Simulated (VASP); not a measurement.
A run of VASP 6.6.1 is set up as follows.

Contents of POSCAR:

```
WS
1.0
    2.9575948237      0.0000000000      0.0000000000
    0.0000000000      2.9575948237      0.0000000000
    0.0000000000      0.0000000000      2.9575948237
W S
1 1
Direct
    0.5000000000      0.5000000000      0.5000000000
    0.0000000000      0.0000000000      0.0000000000
```

File INCAR.step1:

```
SYSTEM = WS
PREC = Accurate ; ENCUT = 520
EDIFF = 1E-5 ; ISMEAR = -1
SIGMA = 0.05 ; LREAL = .FALSE.
LASPH = .TRUE. ; NELM = 100
ALGO = Normal ; ISIF = 2
LWAVE = .TRUE. ; LCHARG = .FALSE.
NBANDS = 17 ; GGA = PE
```

Contents of INCAR.step2:

```
SYSTEM = WS
PREC = Accurate ; ENCUT = 520
EDIFF = 1E-6 ; ISMEAR = -1
SIGMA = 0.05 ; LREAL = .FALSE.
LASPH = .TRUE. ; NELM = 100
ALGO = Normal ; ISIF = 2
LWAVE = .FALSE. ; LCHARG = .FALSE.
GGA = PS ; LHFCALC = .TRUE.
AEXX = 0.25 ; HFSCREEN = 0.207
PRECFOCK = Normal ; NBANDS = 17
ISTART = 1
```

Contents of KPOINTS:

```
Automatic mesh
0
G
  4 4 4
  0 0 0
```

Potentials or basis: VASP PAW PBE potentials, release 64 (W_sv, S).

Run with:

```console
$ cat potpaw_PBE.64/W_sv/POTCAR potpaw_PBE.64/S/POTCAR > POTCAR
$ cp INCAR.step1 INCAR
$ mpirun -np 1 vasp_std > vasp.out
$ cp INCAR.step2 INCAR
$ mpirun -np 1 vasp_std > vasp.out
```

Question: Predict the band gap on the k mesh.

Answer: Zero (bands 10 and 11 overlap by 4.20 eV).

Question: Estimate the pressure.

Answer: -0.4 GPa.

Caveat: the k points lie up to 0.53 Å⁻¹ apart, too coarse for converged energies and pressures of a metal; the PAW data sets were made with another functional, which shifts forces and pressure a little; spin-orbit coupling is left out, which moves the levels of the heavy elements.
